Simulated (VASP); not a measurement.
A run of VASP 6.6.1 is set up as follows.

Contents of INCAR:

```
SYSTEM = GaN
ALGO = Normal
EDIFF = 1E-7
ENCUT = 520
GGA = PS
GGA_COMPAT = .False.
ISIF = 2
ISMEAR = 0
LASPH = .True.
LCHARG = .False.
LORBIT = 11
LORBMOM = .True.
LREAL = .False.
LSORBIT = .True.
LWAVE = .False.
MAGMOM = 0 0 0 0 0 0
NBANDS = 30
NELM = 150
PREC = Accurate
SIGMA = 0.01
```

KPOINTS

```
k-points
0
Gamma
  10 10 10
  0 0 0
```

File POSCAR:

```
GaN
1.0
    2.2716286445      2.2716286445      0.0000000000
   -2.2716286445      2.2716286445      0.0000000000
    0.0000000000      2.2716286445      2.2244451531
Ga N
1 1
Direct
    0.0000000000      0.0000000000      0.0000000000
    0.2500000000      0.7500000000      0.5000000000
```

Potentials or basis: VASP PAW PBE potentials, release 64 (Ga_d, N).

Run with:

```bash
$ cat potpaw_PBE.64/Ga_d/POTCAR potpaw_PBE.64/N/POTCAR > POTCAR
$ mpirun -np 1 vasp_ncl > vasp.out
```

(1) Predict the net moment.

(2) Predict the pressure.

## Answers

(1) 0.00 μB per cell.

(2) -1.9 GPa.

Caveat: the cell differs from its parent crystal (film at in-plane strain +0.01); the PAW data sets were made with another functional, which shifts forces and pressure a little.
